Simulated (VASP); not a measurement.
Set up this calculation in VASP 6.6.1, as the native input.

```
Task                   : single point
Functional             : PBEsol
Potentials or basis    : VASP PAW PBE potentials, release 64 (Cd, Se)
Cutoff                 : 520 eV
k mesh                 : 8 × 8 × 6
Occupations            : gaussian, width 0.05 eV
Spin                   : no spin polarisation
Dipole correction      : no
Further INCAR settings : ALGO = Normal; EDIFF = 1e-07; NBANDS = 26
```

The structure of CdSe lies in POSCAR:

```
CdSe
1.0
    0.0000000000     -3.0413096037     -3.0413096037
    0.0000000000      3.0413096037     -3.0413096037
    6.0826192074      0.0000000000      0.0000000000
Cd Se
2 2
Direct
    0.5175044359      0.5259965611      0.5000000000
   -0.0175044359     -0.0259965611      0.0000000000
    0.0242131085      0.4922271776      0.2500000000
    0.4757868915      0.0077728224      0.7500000000
```

This cell differs from its parent crystal: atoms displaced along several vibrational modes.

The input as run:

INCAR

```
  PREC = Accurate
  ENCUT = 520
  EDIFF = 1E-7
  ISMEAR = 0
  SIGMA = 0.05
  LREAL = False
  LASPH = True
  NELM = 100
  ALGO = Normal
  ISIF = 2
  LWAVE = False
  LCHARG = False
  GGA = PS
  NBANDS = 26
```

KPOINTS

```
regular mesh
0
Gamma
  8 8 6
```

Potentials or basis: VASP PAW PBE potentials, release 64 (Cd, Se).

Run with:

```sh
$ cat potpaw_PBE.64/Cd/POTCAR potpaw_PBE.64/Se/POTCAR > POTCAR
$ mpirun -np 1 vasp_std > vasp.out
```

Results of the run:

```
Pressure               : 0.3 GPa
Largest force          : 0.486 eV/Å
Band gap on the k mesh : 0.48 eV
```

Caveat: the cell differs from its parent crystal (atoms displaced along several vibrational modes); semilocal functionals underestimate gaps, and a narrow one can read as zero; the PAW data sets were made with another functional, which shifts forces and pressure a little.

Wall time 3.8 min on 1 thread of Oxide Virtual Turin-like Processor, on a shared host, peak memory 0.42 GiB.
